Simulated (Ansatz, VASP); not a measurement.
## Two plane-wave programs on Pb

File POSCAR:

```
Pb
1.0
    0.0000000000      2.4244952108      2.4244952108
    2.4244952108      0.0000000000      2.4244952108
    2.4244952108      2.4244952108      0.0000000000
Pb
1
Direct
    0.0000000000      0.0000000000      0.0000000000
```

The input INCAR.step1:

```
ALGO = Normal ; EDIFF = 1E-4
ENCUT = 520 ; GGA = PE
ISMEAR = -1 ; LASPH = T
LCHARG = F ; LREAL = F
LWAVE = T ; NBANDS = 13
NELM = 80 ; PREC = Accurate
SIGMA = 0.05
```

INCAR.step2

```
ALGO = Normal ; BPARAM = 11.95
CPARAM = 0.0093 ; EDIFF = 1E-6
ENCUT = 520 ; ISIF = 2
ISMEAR = -1 ; ISTART = 1
IVDW_NL = 2 ; LASPH = T
LCHARG = T ; LELF = T
LMIXTAU = T ; LREAL = F
LUSE_VDW = T ; LVHAR = T
LWAVE = F ; METAGGA = R2SCAN
NBANDS = 13 ; NELM = 80
PREC = Accurate ; SIGMA = 0.05
```

File KPOINTS:

```
k-points
0
Gamma
  9 9 9
```

Contents of input.yaml:

```yaml
crystal:
  lattice:
    - [0.0, 2.4244952108, 2.4244952108]
    - [2.4244952108, 0.0, 2.4244952108]
    - [2.4244952108, 2.4244952108, 0.0]
  atoms:
    - { symbol: Pb, position: [0.0, 0.0, 0.0] }
hamiltonian:
  xc: r2scan
  pseudopotentials: { kind: paw }
  dispersion: rvv10
kpoints:
  mp_grid: { grid: [9, 9, 9] }
scf:
  occupations: { method: fermi_dirac, width: 0.05 }
output:
  forces: true
  stress: true
  eigenvalues: true
  write_density: true
  write_potential: true
  elf: true
  volumetric_format: npy
```

Alike in both runs: task single point; functional r2SCAN; dispersion rVV10; k mesh 9 × 9 × 9; occupations fermi-dirac, width 0.05 eV; no spin polarisation.

|  | VASP | Ansatz |
| --- | --- | --- |
| version | VASP 6.6.1 | Ansatz 0.2.0 |
| potentials or method | VASP PAW PBE potentials, release 64 (Pb_d) | Ansatz PAW |
| plane-wave cutoff (eV) | 520 | 500 |
| valence electrons in the cell | 14 | 14 |

```tsv
	VASP	Ansatz	Ansatz less VASP
gap on the k mesh at the Fermi level (eV)	none	none	-
pressure (GPa)	3.8	3.6	-0.24
```

VASP's potentials were made for PBE, not for r2SCAN. A gap of «none» marks a metal or a gap that the smearing closes.

Neither program's run includes spin-orbit coupling.
